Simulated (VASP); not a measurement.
# Ge (I4_1/amd) in VASP: a series of runs

Aim: see how the results for Ge move with the level of theory and the settings. Levels: PBEsol+D3(BJ), LDA. Tasks: single point.

Everything below comes from runs of VASP 6.6.1. Logs are shortened: lines on timing, memory, paths and dates and some standing lists are left out, and cuts for length are marked.

## Step 1: The cell of the first run

Symmetry: I4_1/amd, No. 141, tetragonal system. The conventional cell has a = 5.058 Å, b = 5.058 Å, c = 2.762 Å, α = 90.00°, β = 90.00°, γ = 90.00°. Within 3.5 Å of Ge (site symmetry -4m2) lie 10 Ge at 2.62 to 3.27 Å.

## Step 2: Single point, PBEsol+D3(BJ)

Input file INCAR:

```
ALGO = Normal ; EDIFF = 1E-6
ENCUT = 520 ; GGA = PS
ISIF = 2 ; ISMEAR = 1
IVDW = 12 ; LASPH = True
LCHARG = False ; LREAL = False
LWAVE = False ; NBANDS = 21
NELM = 60 ; PREC = Accurate
SIGMA = 0.1
```

Input file KPOINTS:

```
k-points
0
Gamma
  12 12 12
```

Input file POSCAR:

```
Ge
1.0
   -2.5288809879      2.5288809879      1.3808334829
    2.5288809879     -2.5288809879      1.3808334829
    2.5288809879      2.5288809879     -1.3808334829
Ge
2
Direct
    0.2500000000      0.7500000000      0.5000000000
    0.5000000000      0.5000000000      0.0000000000
```

Potentials or basis: VASP PAW PBE potentials, release 64 (Ge_d).

The run is started by

```
$ cat potpaw_PBE.64/Ge_d/POTCAR > POTCAR
$ mpirun -np 1 vasp_std > vasp.out
```

OUTCAR:

```text
EDIFF = 1E-6
   ENCUT = 520
   GGA = PS
   ISIF = 2
   ISMEAR = 1
   IVDW = 12
   LASPH = True
   LREAL = False
   NELM = 60
   PREC = Accurate
 IVDW          = 12

 ion  position               nearest neighbor table
   1  0.250  0.750  0.500-   2 2.62   2 2.62   2 2.62   2 2.62
   2  0.500  0.500  0.000-   1 2.62   1 2.62   1 2.62   1 2.62

  LATTYP: Found a body centered tetragonal cell.
 ALAT       =     5.0577619758
 C/A-ratio  =     0.5460254909

  Lattice vectors:

 A1 = (  -2.5288809879,   2.5288809879,   1.3808334829)
 A2 = (   2.5288809879,  -2.5288809879,   1.3808334829)
 A3 = (   2.5288809879,   2.5288809879,  -1.3808334829)

Analysis of symmetry for initial positions (statically):
=====================================================================
 Subroutine PRICEL returns:
 Original cell was already a primitive cell.

 Routine SETGRP: Setting up the symmetry group for a
 body centered tetragonal supercell.

 Subroutine GETGRP returns: Found 16 space group operations
 (whereof  8 operations were pure point group operations)
 out of a pool of 16 trial point group operations.

The static configuration has the point symmetry D_2d.
 The point group associated with its full space group is D_4h.

Analysis of symmetry for dynamics (positions and initial velocities):
=====================================================================
 Subroutine PRICEL returns:
 Original cell was already a primitive cell.

 Routine SETGRP: Setting up the symmetry group for a
 body centered tetragonal supercell.

 Subroutine GETGRP returns: Found 16 space group operations
 (whereof  8 operations were pure point group operations)
 out of a pool of 16 trial point group operations.

The dynamic configuration has the point symmetry D_2d.
 The point group associated with its full space group is D_4h.

 Subroutine INISYM returns: Found 16 space group operations
 (whereof  8 operations are pure point group operations),
 and found     1 'primitive' translations

----------------------------------------------------------------------------------------

                                     Primitive cell

  volume of cell :      35.3230

  direct lattice vectors                    reciprocal lattice vectors
    -2.528880988  2.528880988  1.380833483     0.000000000  0.197715908  0.362100142
     2.528880988 -2.528880988  1.380833483     0.197715908  0.000000000  0.362100142
     2.528880988  2.528880988 -1.380833483     0.197715908  0.197715908  0.000000000

  length of vectors
     3.833690025  3.833690025  3.833690025     0.412562835  0.412562835  0.279612518

  position of ions in fractional coordinates (direct lattice)
     0.250000000  0.750000000  0.500000000
     0.500000000  0.500000000  0.000000000

  ion indices of the primitive-cell ions
   primitive index   ion index
                 1           1
                 2           2

----------------------------------------------------------------------------------------

 KPOINTS: k-points

Automatic generation of k-mesh.
 Grid dimensions read from file:
 generate k-points for:   12   12   12

 Generating k-lattice:

  Cartesian coordinates                     Fractional coordinates (reciprocal lattice)
     0.000000000  0.016476326  0.030175012     0.083333333  0.000000000  0.000000000
     0.016476326  0.000000000  0.030175012     0.000000000  0.083333333  0.000000000
     0.016476326  0.016476326  0.000000000     0.000000000  0.000000000  0.083333333

  Length of vectors
     0.034380236  0.034380236  0.023301043

  Shift w.r.t. Gamma in fractional coordinates (k-lattice)
     0.000000000  0.000000000  0.000000000

 Subroutine IBZKPT returns following result:
 ===========================================

 Found    163 irreducible k-points:

 Following reciprocal coordinates:
            Coordinates               Weight
  0.000000  0.000000  0.000000      1.000000
  0.083333 -0.000000  0.000000      8.000000
  0.166667 -0.000000  0.000000      8.000000
  0.250000  0.000000  0.000000      8.000000
  0.333333 -0.000000  0.000000      8.000000
  0.416667  0.000000  0.000000      8.000000
[... 16 lines left out ...]
  0.500000  0.166667  0.000000     16.000000
 -0.416667  0.166667  0.000000     16.000000
 [... further k-points ...]
   k-points           NKPTS =    163   k-points in BZ     NKDIM =    163   number of bands    NBANDS=     21
   number of dos      NEDOS =    301   number of ions     NIONS =      2
   total plane-waves  NPLWV =  27000
   dimension x,y,z NGX =    30 NGY =   30 NGZ =   30
   dimension x,y,z NGXF=    60 NGYF=   60 NGZF=   60
   ions per type =               2
   NGX,Y,Z   is equivalent  to a cutoff of  13.01, 13.01, 13.01 a.u.
   NGXF,Y,Z  is equivalent  to a cutoff of  26.02, 26.02, 26.02 a.u.
 SYSTEM =  unknown system
   PREC   = accura    normal or accurate (medium, high low for compatibility)
   ISTART =      0    job   : 0-new  1-cont  2-samecut
   ICHARG =      2    charge: 1-file 2-atom 10-const
   ISPIN  =      1    spin polarized calculation?
   LNONCOLLINEAR =      F non collinear calculations
   LSORBIT =      F    spin-orbit coupling
   LASPH  =      T    aspherical Exc in radial PAW
   ENCUT  =  520.0 eV  38.22 Ry    6.18 a.u.   7.13  7.13  7.13*2*pi/ulx,y,z
   NELM   =     60;   NELMIN=  2; NELMDL= -5     # of ELM steps
   EDIFF  = 0.1E-05   stopping-criterion for ELM
   LREAL  =      F    real-space projection
   EDIFFG = 0.1E-04   stopping-criterion for IOM
   NSW    =      0    number of steps for IOM
   IBRION =     -1    ionic relax: 0-MD 1-quasi-New 2-CG
   NFREE  =      0    steps in history (QN), initial steepest desc. (CG)
   ISIF   =      2    stress and relaxation
   ISYM   =      2    0-nonsym 1-usesym 2-fastsym
   POTIM  = 0.5000    time-step for ionic-motion
   TEBEG  =    0.0;   TEEND  =   0.0 temperature during run
   PSTRESS=    0.0 pullay stress
   NELECT =      28.0000    total number of electrons
   NUPDOWN=      -1.0000    fix difference up-down
   EMIN   =  10.00;   EMAX   =-10.00  energy-range for DOS
   EFERMI =   0.00;   METHOD = LEGACY
   ISMEAR =     1;   SIGMA  =   0.10  broadening in eV -4-tet -1-fermi 0-gaus
   EFERMI_NEDOS =   21; number of points for ismear=-14 and -15
   IALGO  =     38    algorithm
   IMIX   =      4    mixing-type and parameters
     AMIX     =   0.40;   BMIX     =  1.00
     AMIX_MAG =   1.60;   BMIX_MAG =  1.00
  volume/ion in A,a.u.               =      17.66       119.19
  Fermi-wavevector in a.u.,A,eV,Ry     =   1.515101  2.863125 31.232581  2.295530
  Thomas-Fermi vector in A             =   2.624670
   LORBIT       =      0    0 simple, 1 ext, 2 COOP (PROOUT), +10 PAW based schemes
   GGA     = PS    functional components
   LHFCALC =     F    Hartree Fock is set to
   AEXX    =    0.0000 exact exchange contribution
   IVDW    =    12    specifies the selected vdW correction
   LEPSILON=     F    determine dielectric tensor
   LRPA    =     F    only Hartree local field effects (RPA)
 non-spin polarized calculation
 Methfessel and Paxton  Order N= 1 SIGMA  =   0.10
  energy-cutoff  :      520.00
  volume of cell :       35.32
 maximum number of plane-waves:       970
 NGX is ok and might be reduce to    30
   NGX = 15   NGY = 15   NGZ = 15

 number of electron      27.9999985 magnetization

 Free energy of the ion-electron system (eV)
  ---------------------------------------------------
  ext. energy  EPLUGINS =         0.00000000
  ---------------------------------------------------
  free energy    TOTEN  =        -9.52555252 eV

  energy without entropy =       -9.52544022  energy(sigma->0) =       -9.52551509

 E-fermi :   7.2171     XC(G=0): -11.7133

 val. band max:        7.2095671411   @ k =   0.5000   0.3333   0.0833
 cond. band min:       7.2494119838   @ k =  -0.0833  -0.2500   0.0833
 fundamental gap:      0.0398448427
 Fermi energy:         7.2171302547

 k-point     1 :       0.0000    0.0000    0.0000
  band No.  band energies     occupation
      1     -17.5263      2.00000
      2     -17.4694      2.00000
      3     -17.4417      2.00000
      4     -17.4340      2.00000
      5     -17.3155      2.00000
      6     -17.3155      2.00000
[... 13 lines left out ...]
     20      19.0865      0.00000
     21      20.0361      0.00000

 k-point     2 :       0.0833   -0.0000    0.0000
  band No.  band energies     occupation
      1     -17.5231      2.00000
      2     -17.4592      2.00000
      3     -17.4374      2.00000
      4     -17.4215      2.00000
      5     -17.3241      2.00000
      6     -17.3227      2.00000
[... 13 lines left out ...]
     20      18.9560      0.00000
     21      19.5887      0.00000

 k-point     3 :       0.1667   -0.0000    0.0000
  band No.  band energies     occupation
      1     -17.5137      2.00000
      2     -17.4334      2.00000
      3     -17.4258      2.00000
      4     -17.3926      2.00000
      5     -17.3419      2.00000
      6     -17.3298      2.00000
[... 13 lines left out ...]
     20      17.4085      0.00000
     21      18.1814      0.00000

 k-point     4 :       0.2500    0.0000    0.0000
  band No.  band energies     occupation
      1     -17.5001      2.00000
      2     -17.4112      2.00000
      3     -17.4081      2.00000
      4     -17.3764      2.00000
      5     -17.3610      2.00000
      6     -17.3262      2.00000
[... 13 lines left out ...]
     20      16.1319      0.00000
     21      18.3134      0.00000

 k-point     5 :       0.3333   -0.0000    0.0000
  band No.  band energies     occupation
      1     -17.4874      2.00000
      2     -17.4058      2.00000
      3     -17.3980      2.00000
      4     -17.3887      2.00000
      5     -17.3678      2.00000
      6     -17.3389      2.00000
[... 13 lines left out ...]
     20      15.3829      0.00000
     21      19.2459      0.00000
[... 382 lines left out ...]
     20      18.5447      0.00000
     21      19.3664      0.00000

 k-point    22 :       0.4167    0.1667   -0.0000
  band No.  band energies     occupation
      1     -17.4737      2.00000
      2     -17.4258      2.00000
      3     -17.4103      2.00000
      4     -17.3715      2.00000
      5     -17.3633      2.00000
      6     -17.3349      2.00000
[... 13 lines left out ...]
     20      18.2490      0.00000
     21      19.0112      0.00000

 k-point    23 :       0.5000    0.1667    0.0000
  band No.  band energies     occupation
      1     -17.4695      2.00000
      2     -17.4184      2.00000
      3     -17.4094      2.00000
      4     -17.3772      2.00000
      5     -17.3567      2.00000
      6     -17.3364      2.00000
[... 13 lines left out ...]
     20      17.9842      0.00000
     21      19.0214      0.00000

 k-point    24 :      -0.4167    0.1667    0.0000
  band No.  band energies     occupation
      1     -17.4751      2.00000
      2     -17.4190      2.00000
      3     -17.4065      2.00000
      4     -17.3855      2.00000
      5     -17.3539      2.00000
      6     -17.3337      2.00000
[... 13 lines left out ...]
     20      17.5690      0.00000
     21      18.3102      0.00000

 [... further k-points ...]

------------------------ aborting loop because EDIFF is reached ----------------------------------------

 Edisp (eV)   -0.69890

 E8    (eV) :    -0.4664

  FORCE on cell =-STRESS in cart. coord.  units (eV):
  Direction    XX          YY          ZZ          XY          YZ          ZX
  --------------------------------------------------------------------------------------
  -------------------------------------------------------------------------------------
  Total      -0.01641    -0.01641    -0.00786     0.00000    -0.00000     0.00000
  in kB      -0.74453    -0.74453    -0.35673     0.00000    -0.00000     0.00000
  external pressure =       -0.62 kB  Pullay stress =        0.00 kB

 VOLUME and BASIS-vectors are now :
 -----------------------------------------------------------------------------
  energy-cutoff  :      520.00
  volume of cell :       35.32
      direct lattice vectors                 reciprocal lattice vectors
    -2.528880988  2.528880988  1.380833483     0.000000000  0.197715908  0.362100142
     2.528880988 -2.528880988  1.380833483     0.197715908  0.000000000  0.362100142
     2.528880988  2.528880988 -1.380833483     0.197715908  0.197715908  0.000000000

 POSITION                                       TOTAL-FORCE (eV/Angst)
 -----------------------------------------------------------------------------------
      2.52888      0.00000      0.69042         0.000000      0.000000      0.000000
      0.00000      0.00000      1.38083        -0.000000     -0.000000     -0.000000
 -----------------------------------------------------------------------------------
    total drift:                                0.000000     -0.000000      0.000000

  FREE ENERGIE OF THE ION-ELECTRON SYSTEM (eV)
  ---------------------------------------------------
  free  energy   TOTEN  =       -10.2244544478 eV

  energy  without entropy=      -10.2243421432  energy(sigma->0) =      -10.22441701
```

Wall time 97 s (1 thread of Intel Xeon Platinum 8488C (Sapphire Rapids), shared host); peak memory 0.24 GiB.

What came out:

| Item | Value |
| --- | --- |
| Free energy | -10.2245 eV |
| Pressure | -0.1 GPa |
| Band gap on the k mesh | zero (bands 14 and 15 overlap by 5.47 eV) |
| Dispersion energy per atom | -0.349 eV |

Caveat: the PAW data sets were made with another functional, which shifts forces and pressure a little.

(Continued in part 2 of 2.)

The gap in the log of VASP goes by the Fermi energy; the results here count the filled bands.